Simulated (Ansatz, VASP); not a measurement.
# One calculation of Ge3N, two programs

```
Ge N
1.0
     0.00000    3.13125    3.13125
     3.13125    0.00000    3.13125
     3.13125    3.13125    0.00000
Ge N
3 1
Direct
  0.00000 0.00000 0.00000
  0.25000 0.25000 0.25000
  0.75000 0.75000 0.75000
  0.50000 0.50000 0.50000
```

Alike in both runs: functional PBE; k mesh 4 × 4 × 4; occupations gaussian, width 0.1 eV; no spin polarisation.

Ansatz relaxed the structure, and its values are those at the end. VASP's run is a single point on that final structure, the one shown.

|  | VASP | Ansatz |
| --- | --- | --- |
| version | VASP 6.6.1 | Ansatz 0.2.0 |
| potentials or method | VASP PAW PBE potentials, release 64 (Ge_d, N), cutoff 520 eV | scalar-relativistic, plane waves, PAW |
| valence electrons in the cell | 47 | 47 |

```csv
,VASP,Ansatz,Ansatz less VASP
gap on the k mesh at the Fermi level (eV),none,none,-
pressure (GPa),-0.2,-0.2,0.00
```

A gap of «none» marks a metal or a gap that the smearing closes.

The k mesh is coarse, so the values compare programs but aren't converged.
